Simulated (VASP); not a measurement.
# AgCl (Cmcm) in VASP: further runs

Runs on AgCl. Level: PBE. Tasks: electric field gradients.

All numbers are computed with VASP 6.6.1; they aren't measurements. Logs are shortened: lines on timing, memory, paths and dates and some standing lists are left out, and cuts for length are marked.

## 1. The cell of the first run

The structure is orthorhombic, space group Cmcm (No. 63). Conventional cell: a = 3.742 Å, b = 11.113 Å, c = 3.885 Å, α = 90.00°, β = 90.00°, γ = 90.00°. Ag (site symmetry m2m) has 7 Cl at 2.72 to 3.24 Å and 6 Ag at 3.01 to 3.88 Å within 3.9 Å. Cl (site symmetry m2m) has 7 Ag at 2.72 to 3.24 Å and 10 Cl at 3.57 to 3.88 Å within 3.9 Å.

## 2. Electric field gradients, PBE (zz strain of -1 %)

Contents of INCAR:

```
PREC     = Accurate       # precision mode
ENCUT    = 520            # plane-wave cutoff, eV
EDIFF    = 1E-8           # SCF threshold, eV
ISMEAR   = -1             # smearing method
SIGMA    = 0.03           # smearing width, eV
LREAL    = F              # projectors in reciprocal space
LASPH    = T              # aspherical terms in the spheres
NELM     = 100            # most SCF steps
ALGO     = Normal         # electronic algorithm
ISIF     = 2              # what is computed and relaxed
LWAVE    = F              # write WAVECAR
LCHARG   = F              # write CHGCAR
GGA      = PE             # functional
LEFG     = T            
NBANDS   = 26             # bands
```

Contents of KPOINTS:

```
regular mesh
0
Gamma
  9 9 8
```

Contents of POSCAR:

```
AgCl
1.0
    1.8709097030     -5.5565952358      0.0000000000
    1.8709097030      5.5565952358      0.0000000000
    0.0000000000      0.0000000000      3.8847969765
Ag Cl
2 2
Direct
    0.3965554000      0.6034446000      0.7500000000
    0.6034446000      0.3965554000      0.2500000000
    0.8654487300      0.1345512700      0.2500000000
    0.1345512700      0.8654487300      0.7500000000
```

Potentials or basis: VASP PAW PBE potentials, release 64 (Ag, Cl).

The run is started by

```sh
$ cat potpaw_PBE.64/Ag/POTCAR potpaw_PBE.64/Cl/POTCAR > POTCAR
$ mpirun -np 1 vasp_std > vasp.out
```

OUTCAR:

```text
PREC = Accurate
   ENCUT = 520
   EDIFF = 1E-8
   ISMEAR = -1
   LREAL = F
   LASPH = T
   NELM = 100
   ISIF = 2
   GGA = PE

 ion  position               nearest neighbor table
   1  0.397  0.603  0.750-   3 2.72   3 2.72   3 2.72   3 2.72   4 2.91   2 3.01   2 3.01
   2  0.603  0.397  0.250-   4 2.72   4 2.72   4 2.72   4 2.72   3 2.91   1 3.01   1 3.01
   3  0.865  0.135  0.250-   1 2.72   1 2.72   1 2.72   1 2.72   2 2.91
   4  0.135  0.865  0.750-   2 2.72   2 2.72   2 2.72   2 2.72   1 2.91

  LATTYP: Found a base centered orthorhombic cell.
 ALAT       =     3.7418194060
 B/A-ratio  =     2.9699964819
 C/A-ratio  =     1.0382107085

  Lattice vectors:

 A1 = (   1.8709097030,  -5.5565952358,   0.0000000000)
 A2 = (   1.8709097030,   5.5565952358,   0.0000000000)
 A3 = (   0.0000000000,   0.0000000000,   3.8847969765)

Analysis of symmetry for initial positions (statically):
=====================================================================
 Subroutine PRICEL returns:
 Original cell was already a primitive cell.

 Routine SETGRP: Setting up the symmetry group for a
 base centered orthorhombic supercell.

 Subroutine GETGRP returns: Found  8 space group operations
 (whereof  4 operations were pure point group operations)
 out of a pool of  8 trial point group operations.

The static configuration has the point symmetry C_2h.
 The point group associated with its full space group is D_2h.

Analysis of symmetry for dynamics (positions and initial velocities):
=====================================================================
 Subroutine PRICEL returns:
 Original cell was already a primitive cell.

 Routine SETGRP: Setting up the symmetry group for a
 base centered orthorhombic supercell.

 Subroutine GETGRP returns: Found  8 space group operations
 (whereof  4 operations were pure point group operations)
 out of a pool of  8 trial point group operations.

The dynamic configuration has the point symmetry C_2h.
 The point group associated with its full space group is D_2h.

 Subroutine INISYM returns: Found  8 space group operations
 (whereof  4 operations are pure point group operations),
 and found     1 'primitive' translations

----------------------------------------------------------------------------------------

[... 143 lines left out ...]

 E-fermi :   4.6578     XC(G=0): -10.3044

 val. band max:        4.3793879826   @ k =   0.2222   0.2222   0.0000
 cond. band min:       4.8618747612   @ k =   0.0000   0.0000   0.0000
 fundamental gap:      0.4824867786
 Fermi energy:         4.6577744934

 k-point     1 :       0.0000    0.0000    0.0000
  band No.  band energies     occupation
      1     -10.8579      2.00000
      2     -10.2411      2.00000
      3      -0.2156      2.00000
      4       0.8966      2.00000
      5       1.0666      2.00000
      6       1.2028      2.00000
[... 685 lines left out ...]
     25      14.7908      0.00000
     26      15.8150      0.00000

 [... further k-points ...]

------------------------ aborting loop because EDIFF is reached ----------------------------------------

  FORCE on cell =-STRESS in cart. coord.  units (eV):
  Direction    XX          YY          ZZ          XY          YZ          ZX
  --------------------------------------------------------------------------------------
  -------------------------------------------------------------------------------------
  Total        1.0903153      1.0639624      1.1608436      0.0000000     -0.0000000      0.0000000
  in kB       21.6273236     21.1045920     23.0263121      0.0000000     -0.0000000      0.0000000
  external PRESSURE =      21.9194092 kB  Pullay stress =       0.0000000 kB

 VOLUME and BASIS-vectors are now :
 -----------------------------------------------------------------------------
  energy-cutoff  :      520.00
  volume of cell :       80.77
      direct lattice vectors                 reciprocal lattice vectors
     1.870909703 -5.556595236  0.000000000     0.267249670 -0.089983160  0.000000000
     1.870909703  5.556595236  0.000000000     0.267249670  0.089983160  0.000000000
     0.000000000  0.000000000  3.884796977     0.000000000  0.000000000  0.257413709

 POSITION                                       TOTAL-FORCE (eV/Angst)
 -----------------------------------------------------------------------------------
      1.87091      1.14960      2.91360         0.000000      0.010511      0.000000
      1.87091     -1.14960      0.97120         0.000000     -0.010511      0.000000
      1.87091     -4.06130      0.97120         0.000000      0.016412     -0.000000
      1.87091      4.06130      2.91360         0.000000     -0.016412     -0.000000
 -----------------------------------------------------------------------------------
    total drift:                                0.000000     -0.000000      0.000000

  FREE ENERGIE OF THE ION-ELECTRON SYSTEM (eV)
  ---------------------------------------------------
  free  energy   TOTEN  =       -10.6372430441 eV

  energy  without entropy=      -10.6372410914  energy(sigma->0) =      -10.63724207

 Electric field gradients (V/A^2)
---------------------------------------------------------------------
 ion       V_xx      V_yy      V_zz      V_xy      V_xz      V_yz
---------------------------------------------------------------------
   1     -25.018    54.535   -29.517     0.000     0.000    -0.000
   2     -25.018    54.535   -29.517    -0.000     0.000     0.000
   3      37.493   -56.029    18.536     0.000    -0.000    -0.000
   4      37.493   -56.029    18.536     0.000     0.000    -0.000
---------------------------------------------------------------------

 Electric field gradients after diagonalization (V/A^2)
 (convention: |V_zz| > |V_xx| > |V_yy|)
----------------------------------------------------------------------
 ion       V_xx      V_yy      V_zz     asymmetry (V_yy - V_xx)/ V_zz
----------------------------------------------------------------------
   1     -29.517   -25.018    54.535       0.082
   2     -29.517   -25.018    54.535       0.082
   3      37.493    18.536   -56.029       0.338
   4      37.493    18.536   -56.029       0.338
----------------------------------------------------------------------

           NMR quadrupolar parameters

 Cq : quadrupolar parameter    Cq=e*Q*V_zz/h
 eta: asymmetry parameters     (V_yy - V_xx)/ V_zz
 Q  : nuclear electric quadrupole moment in mb (millibarn)
----------------------------------------------------------------------
 ion       Cq(MHz)       eta       Q (mb)
----------------------------------------------------------------------
   1       0.132       0.082       1.000
   2       0.132       0.082       1.000
   3      -0.135       0.338       1.000
   4      -0.135       0.338       1.000
----------------------------------------------------------------------
```

OSZICAR:

```text
N       E                     dE             d eps       ncg     rms          rms(c)
DAV:   1     0.239314581168E+03    0.23931E+03   -0.17815E+04  6500   0.129E+03
DAV:   2     0.187407412710E+01   -0.23744E+03   -0.22647E+03  7414   0.286E+02
DAV:   3    -0.109903663622E+02   -0.12864E+02   -0.12757E+02  7530   0.676E+01
DAV:   4    -0.111306537684E+02   -0.14029E+00   -0.14016E+00  7498   0.768E+00
DAV:   5    -0.111325542024E+02   -0.19004E-02   -0.19003E-02  7630   0.920E-01    0.904E+00
DAV:   6    -0.106438526107E+02    0.48870E+00   -0.89441E-01  7134   0.106E+01    0.631E+00
DAV:   7    -0.106428767971E+02    0.97581E-03   -0.39317E-01  6804   0.349E+00    0.286E+00
DAV:   8    -0.106374000492E+02    0.54767E-02   -0.19759E-02  7054   0.136E+00    0.630E-01
DAV:   9    -0.106371326501E+02    0.26740E-03   -0.45152E-03  7218   0.685E-01    0.666E-02
DAV:  10    -0.106372001947E+02   -0.67545E-04   -0.27298E-04  7340   0.117E-01    0.442E-02
DAV:  11    -0.106372453481E+02   -0.45153E-04   -0.54706E-05  6694   0.701E-02    0.202E-02
DAV:  12    -0.106372427141E+02    0.26340E-05   -0.91023E-06  7174   0.411E-02    0.562E-03
DAV:  13    -0.106372431336E+02   -0.41954E-06   -0.17729E-06  6812   0.793E-03    0.223E-03
DAV:  14    -0.106372430615E+02    0.72152E-07   -0.17236E-07  7272   0.370E-03    0.573E-04
DAV:  15    -0.106372430456E+02    0.15873E-07   -0.29197E-08  6616   0.141E-03    0.374E-04
DAV:  16    -0.106372430441E+02    0.14747E-08   -0.85479E-09  4742   0.857E-04
   1 F= -.10637243E+02 E0= -.10637242E+02  d E =-.195280E-05
```

Run time: 7.9 min. Hardware: 1 thread of Intel Xeon 8259CL, shared host; peak memory 0.39 GiB.

Results:

| Property | Result |
| --- | --- |
| Free energy | -10.6372 eV |
| Pressure | 2.2 GPa |
| Largest force | 0.016 eV/Å |
| Band gap on the k mesh | 0.48 eV (least direct gap 2.00 eV) |
| Largest electric field gradient by atom | Ag +54.5; Cl -56.0 V/Å² |

Forces in eV/Å, atoms in the order of the input:
```
Ag   0.000  0.011  0.000
Ag   0.000 -0.011  0.000
Cl   0.000  0.016  0.000
Cl   0.000 -0.016  0.000
```

Stress tensor (GPa, compression positive):
```
2.16 0.00 0.00
0.00 2.11 0.00
0.00 0.00 2.30
```

Levels at points of the mesh, in eV from the valence-band top:
| k point | band 16 | band 17 | band 18 | band 19 | band 20 | band 21 |
| --- | --- | --- | --- | --- | --- | --- |
| (0.00, 0.00, 0.00) | -1.81 | -1.67 | -1.52 | 0.48 | 3.16 | 7.72 |
| (0.00, 0.00, 0.50) | -1.30 | -0.08 | -0.08 | 4.40 | 4.40 | 6.78 |

Electric field gradients, principal values (V/Å²):
| atom | least | middle | greatest (by size) |
| --- | --- | --- | --- |
| 1 Ag | -25.018 | -29.517 | 54.535 |
| 2 Ag | -25.018 | -29.517 | 54.535 |
| 3 Cl | 18.536 | 37.493 | -56.029 |
| 4 Cl | 18.536 | 37.493 | -56.029 |

Caveat: the cell differs from its parent crystal (zz strain of -1 %); semilocal functionals underestimate gaps, and a narrow one can read as zero; without QUAD_EFG the Cq values of the log hold for a quadrupole moment of 1 mb, not for the nuclei. A k mesh can miss the band edges.

## 3. Electric field gradients, PBE (19.58 Å³/atom)

This run uses another cell than the first one, of 19.58 Å³/atom.

Contents of INCAR:

```
SYSTEM = AgCl
ALGO = Normal
EDIFF = 1E-8
ENCUT = 520
GGA = PE
ISIF = 2
ISMEAR = -1
LASPH = .True.
LCHARG = .False.
LEFG = .True.
LREAL = .False.
LWAVE = .False.
NBANDS = 26
NELM = 60
PREC = Accurate
SIGMA = 0.03
```

Contents of KPOINTS:

```
k-points
0
Gamma
  9 9 8
  0 0 0
```

Contents of POSCAR:

```
AgCl
1.0
    1.8456240398     -5.4814969051      0.0000000000
    1.8456240398      5.4814969051      0.0000000000
    0.0000000000      0.0000000000      3.8710033171
Ag Cl
2 2
Direct
    0.3965554000      0.6034446000      0.7500000000
    0.6034446000      0.3965554000      0.2500000000
    0.8654487300      0.1345512700      0.2500000000
    0.1345512700      0.8654487300      0.7500000000
```

Potentials or basis: VASP PAW PBE potentials, release 64 (Ag, Cl).

The run is started by

```sh
$ cat potpaw_PBE.64/Ag/POTCAR potpaw_PBE.64/Cl/POTCAR > POTCAR
$ mpirun -np 1 vasp_std > vasp.out
```

OUTCAR:

```text
SYSTEM = AgCl
   EDIFF = 1E-8
   ENCUT = 520
   GGA = PE
   ISIF = 2
   ISMEAR = -1
   LASPH = .True.
   LREAL = .False.
   NELM = 60
   PREC = Accurate

 ion  position               nearest neighbor table
   1  0.397  0.603  0.750-   3 2.70   3 2.70   3 2.70   3 2.70   4 2.87   2 2.98   2 2.98
   2  0.603  0.397  0.250-   4 2.70   4 2.70   4 2.70   4 2.70   3 2.87   1 2.98   1 2.98
   3  0.865  0.135  0.250-   1 2.70   1 2.70   1 2.70   1 2.70   2 2.87
   4  0.135  0.865  0.750-   2 2.70   2 2.70   2 2.70   2 2.70   1 2.87

  LATTYP: Found a base centered orthorhombic cell.
 ALAT       =     3.6912480796
 B/A-ratio  =     2.9699964819
 C/A-ratio  =     1.0486976853

  Lattice vectors:
[... 926 lines left out ...]
 ion       V_xx      V_yy      V_zz      V_xy      V_xz      V_yz
---------------------------------------------------------------------
   1     -23.801    54.547   -30.746     0.000     0.000    -0.000
   2     -23.801    54.547   -30.746    -0.000     0.000    -0.000
   3      34.511   -54.165    19.654     0.000    -0.000    -0.000
   4      34.511   -54.165    19.654     0.000     0.000    -0.000
---------------------------------------------------------------------

 Electric field gradients after diagonalization (V/A^2)
 (convention: |V_zz| > |V_xx| > |V_yy|)
----------------------------------------------------------------------
 ion       V_xx      V_yy      V_zz     asymmetry (V_yy - V_xx)/ V_zz
----------------------------------------------------------------------
   1     -30.746   -23.801    54.547       0.127
   2     -30.746   -23.801    54.547       0.127
   3      34.511    19.654   -54.165       0.274
   4      34.511    19.654   -54.165       0.274
----------------------------------------------------------------------

           NMR quadrupolar parameters

 Cq : quadrupolar parameter    Cq=e*Q*V_zz/h
 eta: asymmetry parameters     (V_yy - V_xx)/ V_zz
 Q  : nuclear electric quadrupole moment in mb (millibarn)
----------------------------------------------------------------------
 ion       Cq(MHz)       eta       Q (mb)
----------------------------------------------------------------------
   1       0.132       0.127       1.000
   2       0.132       0.127       1.000
   3      -0.131       0.274       1.000
   4      -0.131       0.274       1.000
----------------------------------------------------------------------
```

OSZICAR:

```text
N       E                     dE             d eps       ncg     rms          rms(c)
DAV:   1     0.239563471334E+03    0.23956E+03   -0.17861E+04  6500   0.130E+03
DAV:   2     0.165240593175E+01   -0.23791E+03   -0.22697E+03  7290   0.289E+02
DAV:   3    -0.109425891698E+02   -0.12595E+02   -0.12499E+02  7754   0.674E+01
DAV:   4    -0.110727414990E+02   -0.13015E+00   -0.13003E+00  7454   0.750E+00
DAV:   5    -0.110744783871E+02   -0.17369E-02   -0.17368E-02  7646   0.888E-01    0.981E+00
DAV:   6    -0.105963334187E+02    0.47814E+00   -0.88952E-01  7122   0.107E+01    0.680E+00
DAV:   7    -0.105954649517E+02    0.86847E-03   -0.39447E-01  6818   0.350E+00    0.290E+00
DAV:   8    -0.105898273321E+02    0.56376E-02   -0.19350E-02  7016   0.135E+00    0.636E-01
DAV:   9    -0.105896367947E+02    0.19054E-03   -0.47754E-03  7294   0.665E-01    0.643E-02
DAV:  10    -0.105896941807E+02   -0.57386E-04   -0.21188E-04  7270   0.110E-01    0.414E-02
DAV:  11    -0.105897337665E+02   -0.39586E-04   -0.44672E-05  6684   0.596E-02    0.146E-02
DAV:  12    -0.105897324121E+02    0.13544E-05   -0.72313E-06  7536   0.357E-02    0.557E-03
DAV:  13    -0.105897328472E+02   -0.43518E-06   -0.14230E-06  6754   0.109E-02    0.168E-03
DAV:  14    -0.105897328153E+02    0.31900E-07   -0.14592E-07  7306   0.291E-03    0.696E-04
DAV:  15    -0.105897328071E+02    0.82305E-08   -0.15681E-08  5046   0.118E-03
   1 F= -.10589733E+02 E0= -.10589732E+02  d E =-.174349E-05
```

stdout:

```text
POSCAR found type information on POSCAR AgCl
 POSCAR found :  2 types and       4 ions
 scaLAPACK will be used
 LDA part: xc-table for (Slater+PW92), standard interpolation
 POSCAR, INCAR and KPOINTS ok, starting setup
 FFT: planning ... GRIDC
 FFT: planning ... GRID_SOFT
 FFT: planning ... GRID
 WAVECAR not read
 entering main loop
ion   1

ion   2

ion   3

ion   4
```

It took 2.9 min on 1 thread of Intel Xeon Platinum 8559C (Emerald Rapids), shared host; peak memory 0.38 GiB.

Results:

```
Free energy                             : -10.5897 eV
Pressure                                : 4.0 GPa
Largest force                           : 0.038 eV/Å
Band gap on the k mesh                  : 0.49 eV (least direct gap 2.05 eV)
Largest electric field gradient by atom : Ag +54.5; Cl -54.2 V/Å²
```

Forces in eV/Å, atoms in the order of the input:
```
Ag   0.000 -0.007  0.000
Ag   0.000  0.007  0.000
Cl   0.000  0.038  0.000
Cl   0.000 -0.038  0.000
```

Stress tensor (GPa, compression positive):
```
4.24 0.00 0.00
0.00 3.61 0.00
0.00 0.00 4.30
```

Levels at points of the mesh, in eV from the valence-band top:
```csv
k point,band 16,band 17,band 18,band 19,band 20,band 21
"(0.00, 0.00, 0.00)",-1.92,-1.74,-1.56,0.49,3.12,7.86
"(0.00, 0.00, 0.50)",-1.35,-0.10,-0.10,4.46,4.46,6.77
```

Electric field gradients, principal values (V/Å²):
| atom | least | middle | greatest (by size) |
| --- | --- | --- | --- |
| 1 Ag | -23.801 | -30.746 | 54.547 |
| 2 Ag | -23.801 | -30.746 | 54.547 |
| 3 Cl | 19.654 | 34.511 | -54.165 |
| 4 Cl | 19.654 | 34.511 | -54.165 |

Caveat: the cell stands under pressure; semilocal functionals underestimate gaps, and a narrow one can read as zero; without QUAD_EFG the Cq values of the log hold for a quadrupole moment of 1 mb, not for the nuclei. A k mesh can miss the band edges.

(Continued in part 2 of 2.)
